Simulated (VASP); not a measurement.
Crystal: Ag.

```xyz
1
Lattice="0.0000 2.0431 2.0431 2.0431 0.0000 2.0431 2.0431 2.0431 0.0000" Properties=species:S:1:pos:R:3 pbc="T T T"
Ag    0.0000    0.0000    0.0000
```

| Property | Result |
| --- | --- |
| Program | VASP 6.6.1 |
| Task | relaxation of cell and atoms |
| Functional | PBEsol |
| Potentials or basis | VASP PAW PBE potentials, release 64 (Ag) |
| Cutoff | 500 eV |
| k mesh | 16 × 16 × 16 |
| Occupations | fermi-dirac, width 0.05 eV |
| Spin | no spin polarisation |

At the start: pressure -2.8 GPa; volume 17.06 Å³/atom.

Task: Where does the relaxation end?

Result: Over 3 steps the energy falls by 3.8 meV/atom and the volume is 16.63 Å³/atom (-2.5 %); space group Fm-3m (No. 225, to 0.05 Å).

Step by step:
| step | energy change (eV) | largest force (eV/Å) | pressure (GPa) | volume (Å³) |
| --- | --- | --- | --- | --- |
| 1 | 0.0000 | 0.0000 | -2.78 | 17.06 |
| 2 | -0.0019 | 0.0000 | 2.22 | 16.34 |
| 3 | -0.0038 | 0.0000 | 0.00 | 16.63 |

Final structure:
```cif
data_structure
_symmetry_space_group_name_H-M 'P 1'
_symmetry_Int_Tables_number 1
_cell_length_a 2.8650
_cell_length_b 2.8650
_cell_length_c 2.8650
_cell_angle_alpha 60.000
_cell_angle_beta 60.000
_cell_angle_gamma 60.000
_cell_volume 16.63
loop_
_atom_site_label
_atom_site_type_symbol
_atom_site_fract_x
_atom_site_fract_y
_atom_site_fract_z
_atom_site_occupancy
Ag1 Ag 0.00000 0.00000 0.00000 1
```

Caveat: the PAW data sets were made with another functional, which shifts forces and pressure a little.
